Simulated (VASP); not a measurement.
# Sb in VASP: settings compared

Aim: see how the results for Sb move with the level of theory and the settings. Levels: PBE, PBE+D4, PBEsol+D3(BJ), PBEsol+D4. Tasks: single point, relaxation of cell and atoms.

All numbers are computed with VASP 6.6.1; they aren't measurements. Logs are shortened: lines on timing, memory, paths and dates and some standing lists are left out, and cuts for length are marked.

### 1 The cell of the first run

The typed cell holds 1 atom: a = 3.513 Å, b = 3.471 Å, c = 3.505 Å, α = 125.92°, β = 126.63°, γ = 78.80°.

### 2 Single point, PBE

INCAR reads:

```
ALGO = Normal
EDIFF = 1E-6
ENCUT = 520
GGA = PE
ISIF = 2
ISMEAR = -1
LASPH = True
LCHARG = False
LREAL = False
LWAVE = False
NBANDS = 8
NELM = 100
PREC = Accurate
SIGMA = 0.05
```

KPOINTS reads:

```
k-points
0
Gamma
  16 16 19
```

POSCAR reads:

```
Sb
1.0
   -1.5775790000      1.5802120000      2.7118280000
    1.5669920000     -1.5442780000      2.6847840000
    1.6042890000      1.5709880000     -2.6909380000
Sb
1
Direct
    0.0177470000      0.0046650000      0.0170070000
```

Potentials or basis: VASP PAW PBE potentials, release 64 (Sb).

Command:

```
$ cat potpaw_PBE.64/Sb/POTCAR > POTCAR
$ mpirun -np 1 vasp_std > vasp.out
```

OUTCAR:

```text
EDIFF = 1E-6
   ENCUT = 520
   GGA = PE
   ISIF = 2
   ISMEAR = -1
   LASPH = True
   LREAL = False
   NELM = 100
   PREC = Accurate

 ion  position               nearest neighbor table
   1  0.018  0.005  0.017-

  LATTYP: Found a triclinic cell.
 ALAT       =     3.1513824357
 B/A-ratio  =     1.4306385747
 C/A-ratio  =     1.1146886877
 COS(alpha) =     0.0010512773
 COS(beta)  =     0.4511276234
 COS(gamma) =     0.7108653370

  Lattice vectors:

 A1 = (  -0.0267100000,  -3.1512000000,  -0.0208900000)
 A2 = (  -3.1979910000,  -3.1779100000,  -0.0147360000)
 A3 = (   1.5775790000,  -1.5802120000,  -2.7118280000)

Analysis of symmetry for initial positions (statically):
=====================================================================
 Subroutine PRICEL returns:
 Original cell was already a primitive cell.

 Routine SETGRP: Setting up the symmetry group for a
 triclinic supercell.

 Subroutine GETGRP returns: Found  2 space group operations
 (whereof  1 operations were pure point group operations)
 out of a pool of  2 trial point group operations.

The static configuration has the point symmetry C_1 .
 The point group associated with its full space group is S_2 .

Analysis of symmetry for dynamics (positions and initial velocities):
=====================================================================
 Subroutine PRICEL returns:
 Original cell was already a primitive cell.

 Routine SETGRP: Setting up the symmetry group for a
 triclinic supercell.

 Subroutine GETGRP returns: Found  2 space group operations
 (whereof  1 operations were pure point group operations)
 out of a pool of  2 trial point group operations.

The dynamic configuration has the point symmetry C_1 .
 The point group associated with its full space group is S_2 .

 Subroutine INISYM returns: Found  2 space group operations
 (whereof  1 operations are pure point group operations),
 and found     1 'primitive' translations

----------------------------------------------------------------------------------------

                                     Primitive cell

  volume of cell :      26.9619

  direct lattice vectors                    reciprocal lattice vectors
    -1.577579000  1.580212000  2.711828000    -0.002307225  0.316144564  0.183191831
     1.566992000 -1.544278000  2.684784000     0.315723747 -0.003908800  0.185946854
     1.604289000  1.570988000 -2.690938000     0.312676571  0.314698962 -0.001482057

  length of vectors
     3.512810352  3.471069518  3.504695966     0.365392878  0.366432799  0.443626275

  position of ions in fractional coordinates (direct lattice)
     0.017747000  0.004665000  0.017007000

  ion indices of the primitive-cell ions
   primitive index   ion index
                 1           1

----------------------------------------------------------------------------------------

 KPOINTS: k-points

Automatic generation of k-mesh.
 Grid dimensions read from file:
 generate k-points for:   16   16   19

 Generating k-lattice:

  Cartesian coordinates                     Fractional coordinates (reciprocal lattice)
    -0.000144202  0.019759035  0.011449489     0.062500000 -0.000000000  0.000000000
     0.019732734 -0.000244300  0.011621678     0.000000000  0.062500000  0.000000000
     0.016456662  0.016563103 -0.000078003    -0.000000000  0.000000000  0.052631579

  Length of vectors
     0.022837055  0.022902050  0.023348751

  Shift w.r.t. Gamma in fractional coordinates (k-lattice)
     0.000000000  0.000000000  0.000000000

 Subroutine IBZKPT returns following result:
 ===========================================

 Found   2434 irreducible k-points:

 Following reciprocal coordinates:
            Coordinates               Weight
  0.000000  0.000000  0.000000      1.000000
  0.062500  0.000000 -0.000000      2.000000
  0.125000  0.000000 -0.000000      2.000000
  0.187500  0.000000 -0.000000      2.000000
  0.250000  0.000000 -0.000000      2.000000
  0.312500  0.000000  0.000000      2.000000
[... 16 lines left out ...]
 -0.187500  0.062500  0.000000      2.000000
 -0.125000  0.062500  0.000000      2.000000
 [... further k-points ...]
   k-points           NKPTS =   2434   k-points in BZ     NKDIM =   2434   number of bands    NBANDS=      8
   number of dos      NEDOS =    301   number of ions     NIONS =      1
   total plane-waves  NPLWV =  21952
   dimension x,y,z NGX =    28 NGY =   28 NGZ =   28
   dimension x,y,z NGXF=    56 NGYF=   56 NGZF=   56
   ions per type =               1
   NGX,Y,Z   is equivalent  to a cutoff of  13.25, 13.41, 13.28 a.u.
   NGXF,Y,Z  is equivalent  to a cutoff of  26.50, 26.82, 26.56 a.u.
 SYSTEM =  unknown system
   PREC   = accura    normal or accurate (medium, high low for compatibility)
   ISTART =      0    job   : 0-new  1-cont  2-samecut
   ICHARG =      2    charge: 1-file 2-atom 10-const
   ISPIN  =      1    spin polarized calculation?
   LNONCOLLINEAR =      F non collinear calculations
   LSORBIT =      F    spin-orbit coupling
   LASPH  =      T    aspherical Exc in radial PAW
   ENCUT  =  520.0 eV  38.22 Ry    6.18 a.u.   6.53  6.45  6.52*2*pi/ulx,y,z
   NELM   =    100;   NELMIN=  2; NELMDL= -5     # of ELM steps
   EDIFF  = 0.1E-05   stopping-criterion for ELM
   LREAL  =      F    real-space projection
   EDIFFG = 0.1E-04   stopping-criterion for IOM
   NSW    =      0    number of steps for IOM
   IBRION =     -1    ionic relax: 0-MD 1-quasi-New 2-CG
   NFREE  =      0    steps in history (QN), initial steepest desc. (CG)
   ISIF   =      2    stress and relaxation
   ISYM   =      2    0-nonsym 1-usesym 2-fastsym
   POTIM  = 0.5000    time-step for ionic-motion
   TEBEG  =    0.0;   TEEND  =   0.0 temperature during run
   PSTRESS=    0.0 pullay stress
   NELECT =       5.0000    total number of electrons
   NUPDOWN=      -1.0000    fix difference up-down
   EMIN   =  10.00;   EMAX   =-10.00  energy-range for DOS
   EFERMI =   0.00;   METHOD = LEGACY
   ISMEAR =    -1;   SIGMA  =   0.05  broadening in eV -4-tet -1-fermi 0-gaus
   EFERMI_NEDOS =   21; number of points for ismear=-14 and -15
   IALGO  =     38    algorithm
   IMIX   =      4    mixing-type and parameters
     AMIX     =   0.40;   BMIX     =  1.00
     AMIX_MAG =   1.60;   BMIX_MAG =  1.00
  volume/ion in A,a.u.               =      26.96       181.95
  Fermi-wavevector in a.u.,A,eV,Ry     =   0.933573  1.764197 11.858268  0.871558
  Thomas-Fermi vector in A             =   2.060288
   LORBIT       =      0    0 simple, 1 ext, 2 COOP (PROOUT), +10 PAW based schemes
   GGA     = PE    functional components
   LHFCALC =     F    Hartree Fock is set to
   AEXX    =    0.0000 exact exchange contribution
   IVDW    =     0    specifies the selected vdW correction
   LEPSILON=     F    determine dielectric tensor
   LRPA    =     F    only Hartree local field effects (RPA)
 non-spin polarized calculation
  energy-cutoff  :      520.00
  volume of cell :       26.96
 maximum number of plane-waves:       746
 NGX is ok and might be reduce to    28
   NGX = 13   NGY = 13   NGZ = 13

 number of electron       5.0000000 magnetization

 Free energy of the ion-electron system (eV)
  ---------------------------------------------------
  ext. energy  EPLUGINS =         0.00000000
  ---------------------------------------------------
  free energy    TOTEN  =        -3.83944569 eV

  energy without entropy =       -3.83396259  energy(sigma->0) =       -3.83670414

 E-fermi :   8.5060     XC(G=0): -10.2157

 val. band max:        8.5048421336   @ k =   0.3125  -0.1250   0.4737
 cond. band min:       8.5070296798   @ k =   0.3125  -0.1250   0.1579
 fundamental gap:      0.0021875461
 Fermi energy:         8.5059713442

 k-point     1 :       0.0000    0.0000    0.0000
  band No.  band energies     occupation
      1      -4.4300      2.00000
      2      13.2173      0.00000
      3      13.8542      0.00000
      4      14.0299      0.00000
      5      17.8723      0.00000
      6      19.1092      0.00000
      7      19.1373      0.00000
      8      19.2927      0.00000

 k-point     2 :       0.0625    0.0000   -0.0000
  band No.  band energies     occupation
      1      -4.3522      2.00000
      2      12.8266      0.00000
      3      13.4667      0.00000
      4      13.8409      0.00000
      5      17.9081      0.00000
      6      18.3576      0.00000
      7      19.1192      0.00000
      8      19.2551      0.00000

 k-point     3 :       0.1250    0.0000   -0.0000
  band No.  band energies     occupation
      1      -4.1195      2.00000
      2      11.3756      0.00000
      3      12.8299      0.00000
      4      13.8002      0.00000
      5      17.2049      0.00000
      6      18.1614      0.00000
      7      19.4868      0.00000
      8      19.6102      0.00000

 k-point     4 :       0.1875    0.0000   -0.0000
  band No.  band energies     occupation
      1      -3.7342      2.00000
      2       9.5472      0.00000
      3      12.2417      0.00000
      4      13.7593      0.00000
      5      16.4902      0.00000
      6      17.9693      0.00000
      7      20.1092      0.00000
      8      20.3128      0.00000

 k-point     5 :       0.2500    0.0000   -0.0000
  band No.  band energies     occupation
      1      -3.2019      2.00000
      2       7.7139      2.00000
      3      11.6785      0.00000
      4      13.7376      0.00000
      5      15.9066      0.00000
      6      17.8723      0.00000
      7      20.4107      0.00000
      8      21.2911      0.00000
[... 177 lines left out ...]
 k-point    22 :      -0.2500    0.0625    0.0000
  band No.  band energies     occupation
      1      -3.2663      2.00000
      2       8.1836      1.99684
      3      11.6399      0.00000
      4      13.3972      0.00000
      5      16.1228      0.00000
      6      18.4329      0.00000
      7      19.8605      0.00000
      8      20.2112      0.00000

 k-point    23 :      -0.1875    0.0625    0.0000
  band No.  band energies     occupation
      1      -3.7647      2.00000
      2      10.0195      0.00000
      3      12.1884      0.00000
      4      13.4371      0.00000
      5      16.5815      0.00000
      6      18.3388      0.00000
      7      19.5324      0.00000
      8      20.5034      0.00000

 k-point    24 :      -0.1250    0.0625    0.0000
  band No.  band energies     occupation
      1      -4.1143      2.00000
      2      11.8143      0.00000
      3      12.7161      0.00000
      4      13.4233      0.00000
      5      17.0725      0.00000
      6      18.4528      0.00000
      7      19.2404      0.00000
      8      19.8619      0.00000

 [... further k-points ...]
[... 5 lines left out ...]
  --------------------------------------------------------------------------------------
  -------------------------------------------------------------------------------------
  Total        0.2765332      0.3894169      0.2304701      0.0340499      0.0023103     -0.0030905
  in kB       16.4326598     23.1406399     13.6954140      2.0233748      0.1372866     -0.1836506
  external PRESSURE =      17.7562379 kB  Pullay stress =       0.0000000 kB

 VOLUME and BASIS-vectors are now :
 -----------------------------------------------------------------------------
  energy-cutoff  :      520.00
  volume of cell :       26.96
      direct lattice vectors                 reciprocal lattice vectors
    -1.577579000  1.580212000  2.711828000    -0.002307225  0.316144564  0.183191831
     1.566992000 -1.544278000  2.684784000     0.315723747 -0.003908800  0.185946854
     1.604289000  1.570988000 -2.690938000     0.312676571  0.314698962 -0.001482057

 POSITION                                       TOTAL-FORCE (eV/Angst)
 -----------------------------------------------------------------------------------
      0.00660      0.04756      0.01489        -0.000000     -0.000000     -0.000000
 -----------------------------------------------------------------------------------
    total drift:                                0.000000     -0.000000     -0.000001

  FREE ENERGIE OF THE ION-ELECTRON SYSTEM (eV)
  ---------------------------------------------------
  free  energy   TOTEN  =        -3.8394456917 eV

  energy  without entropy=       -3.8339625874  energy(sigma->0) =       -3.83670414
```

Wall time 3.1 min (1 thread of Intel Xeon 6975P-C (Granite Rapids), shared host); peak memory 0.61 GiB.

Results:

| Property | Result |
| --- | --- |
| Free energy | -3.8394 eV |
| Pressure | 1.8 GPa |
| Band gap on the k mesh | zero (an odd number of electrons rules out a gap without spin polarisation) |

Levels at points of the mesh, in eV from the Fermi level:
```
           k point  band 1  band 2  band 3  band 4  band 5  band 6  band 7
(0.00, 0.00, 0.00)  -12.94    4.71    5.35    5.52    9.37   10.60   10.63
(0.50, 0.00, 0.00)   -9.16   -5.81    2.01    5.31    6.38   10.06   10.43
(0.00, 0.50, 0.00)   -9.14   -5.79    1.80    5.35    6.14   10.13   10.48
(0.50, 0.50, 0.00)   -6.58   -4.32   -1.05    0.45    3.40    4.27   15.84
```

Caveat: spin-orbit coupling is left out, which moves the levels of the heavy elements.

### 3 Relaxation of cell and atoms, PBE+D4

INCAR reads:

```
SYSTEM = Sb
ALGO = Normal
EDIFF = 1E-6
EDIFFG = -0.01
ENCUT = 600
GGA = PE
IBRION = 2
ISIF = 3
ISMEAR = -1
IVDW = 13
LASPH = .TRUE.
LCHARG = .FALSE.
LREAL = .FALSE.
LWAVE = .FALSE.
NELM = 60
NSW = 60
PREC = Accurate
SIGMA = 0.05
```

KPOINTS reads:

```
k-points
0
G
  12 12 12
  0 0 0
```

POSCAR reads:

```
Sb
1.0
   -1.5765401831      1.5765401831      2.7119384313
    1.5765401831     -1.5765401831      2.7119384313
    1.5765401831      1.5765401831     -2.7119384313
Sb
1
Direct
    0.0000000000      0.0000000000      0.0000000000
```

Potentials or basis: VASP PAW PBE potentials, release 64 (Sb).

Command:

```
$ cat potpaw_PBE.64/Sb/POTCAR > POTCAR
$ mpirun -np 1 vasp_std > vasp.out
```

Run time: 72 s. Hardware: 1 thread of Intel Xeon 6975P-C (Granite Rapids), shared host; peak memory 0.19 GiB.

It converged, with:

| Item | Value |
| --- | --- |
| Free energy | -4.4117 eV |
| Relaxed volume | 26.25 Å³/atom |
| Relaxed cell | a = 3.436 Å, b = 3.436 Å, c = 3.436 Å, α = 124.90°, β = 124.90°, γ = 81.70° |
| Space group after relaxing (to 0.1 Å) | I4/mmm (No. 139) |
| Energy gained by relaxing | 6.9 meV/atom |
| Ionic steps | 14 |
| Pressure after relaxing | 0.0 GPa |
| Band gap on the k mesh | zero (an odd number of electrons rules out a gap without spin polarisation) |
| Dispersion energy per atom | -0.576 eV |

The path:
```
step  energy change (eV)  largest force (eV/Å)  pressure (GPa)  volume (Å³)
   1              0.0000                0.0000           -1.39        26.96
   2             -0.0024                0.0000            0.81        26.06
   3             -0.0030                0.0000            0.13        26.32
   4             -0.0040                0.0000            0.15        26.28
   5             -0.0064                0.0000            0.32        26.15
   6              0.0005                0.0000            0.88        25.85
   7             -0.0067                0.0000            0.38        26.11
   8             -0.0067                0.0000            0.41        26.09
   9             -0.0061                0.0000           -0.68        26.51
  10             -0.0068                0.0000            0.04        26.23
  11             -0.0068                0.0000            0.04        26.23
  12             -0.0067                0.0000           -0.33        26.37
  13             -0.0068                0.0000            0.02        26.24
  14             -0.0069                0.0000            0.00        26.25
```

Final structure:
```
CELL_PARAMETERS angstrom
-1.58904 1.58904 2.59876
1.58904 -1.58904 2.59876
1.58904 1.58904 -2.59876
ATOMIC_POSITIONS crystal
Sb 0.00000 0.00000 0.00000
```

Levels at points of the mesh, in eV from the Fermi level:
```
           k point  band 1  band 2  band 3  band 4  band 5  band 6
(0.00, 0.00, 0.00)  -13.15    5.22    5.56    5.56    9.55   10.46
(0.50, 0.00, 0.00)   -9.21   -5.98    2.34    5.06    6.76    9.90
(0.50, 0.50, 0.00)   -6.85   -4.67   -0.71    0.49    3.61    4.33
(0.50, 0.50, 0.50)   -8.86   -5.69    1.69    1.69    5.54    5.62
```

Caveat: spin-orbit coupling is left out, which moves the levels of the heavy elements.

(Continued in part 2 of 2.)
